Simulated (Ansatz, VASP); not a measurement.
# Si3C: VASP beside Ansatz

The input INCAR:

```
  PREC = Accurate
  ENCUT = 520
  EDIFF = 1E-6
  ISMEAR = 0
  SIGMA = 0.1
  LREAL = False
  LASPH = True
  NELM = 150
  ALGO = Normal
  ISIF = 2
  LWAVE = False
  LCHARG = False
  ISPIN = 2
  MAGMOM = 0 0 0 1
  LORBIT = 11
  GGA = PE
  NBANDS = 20
```

File KPOINTS:

```
regular mesh
0
Gamma
  6 6 2
```

File POSCAR:

```
Si3C
1.0
    2.7434356100      0.0000000000      0.0000000000
    0.0000000000      2.7434356100      0.0000000000
    0.0000000000      0.0000000000      7.7596076900
Si C
3 1
Direct
    0.0000000000      0.0000000000      0.7500000000
    0.5000000000      0.5000000000      0.5000000000
    0.0000000000      0.0000000000      0.2500000000
    0.5000000000      0.5000000000      0.0000000000
```

Input for Ansatz:

```yaml
crystal:
  lattice:
    - [2.74343561, 0.0, 0.0]
    - [0.0, 2.74343561, 0.0]
    - [0.0, 0.0, 7.75960769]
  atoms:
    - { symbol: Si, position: [0.0, 0.0, 0.75] }
    - { symbol: Si, position: [0.5, 0.5, 0.5] }
    - { symbol: Si, position: [0.0, 0.0, 0.25] }
    - { symbol: C, position: [0.5, 0.5, 0.0], spin: 1.0 }
basis:
  ecutwfc: 420
kpoints:
  mp_grid: { grid: [6, 6, 2] }
hamiltonian:
  xc: pbe
scf:
  occupations: { method: gaussian, width: 0.1 }
  lower_state_search: "off"
output:
  forces: true
  stress: true
  eigenvalues: true
  populations: true
magnetization:
  spin_polarized: true
```

Alike in both runs: task single point; functional PBE; k mesh 6 × 6 × 2; occupations gaussian, width 0.1 eV; collinear spin.

```csv
,VASP,Ansatz
version,VASP 6.6.1,Ansatz 0.2.0
potentials or method,"VASP PAW PBE potentials, release 64 (Si, C), cutoff 520 eV","scalar-relativistic, plane waves, PAW"
valence electrons in the cell,16,16
```

|  | VASP | Ansatz | Ansatz less VASP |
| --- | --- | --- | --- |
| gap on the k mesh at the Fermi level (eV) | none | none | - |
| pressure (GPa) | -10.6 | -10.6 | 0.00 |
| traceless stress, the component that is largest in VASP (GPa) | -7.29 | -7.30 | -0.008 |
| rms of the force components (eV/Å) | 0.422 | 0.424 | +0.0015 |
| net moment per atom (μB) | 0.00 | 0.00 | 0.000 |

Atom by atom the forces differ by 0.002 eV/Å (rms over components). A gap of «none» marks a metal or a gap that the smearing closes. Ansatz's warnings: seeded moment not kept.

The k mesh is coarse, so the values compare programs but aren't converged.
